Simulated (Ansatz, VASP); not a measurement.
Cs: VASP beside Ansatz

```
CELL_PARAMETERS angstrom
-2.97374 2.97374 3.12243
2.97374 -2.97374 3.12243
2.97374 2.97374 -3.12243
ATOMIC_POSITIONS crystal
Cs 0.00000 0.00000 0.00000
```

Alike in both runs: task single point; functional PBEsol; k mesh 12 × 12 × 12; occupations gaussian, width 0.15 eV; no spin polarisation.

|  | VASP | Ansatz |
| --- | --- | --- |
| version | VASP 6.6.1 | Ansatz 0.2.0 |
| potentials or method | VASP PAW PBE potentials, release 64 (Cs_sv), cutoff 520 eV | scalar-relativistic, plane waves, PAW |
| valence electrons in the cell | 9 | 9 |

```csv
,VASP,Ansatz,Ansatz less VASP
gap on the k mesh at the Fermi level (eV),none,none,-
pressure (GPa),0.0,0.0,0.00
```

VASP's potentials were made for PBE, not for PBEsol. A gap of «none» marks a metal or a gap that the smearing closes. With one functional, cell and mesh, what is left measures potentials, basis and numerics.

Spin-orbit coupling is off throughout.
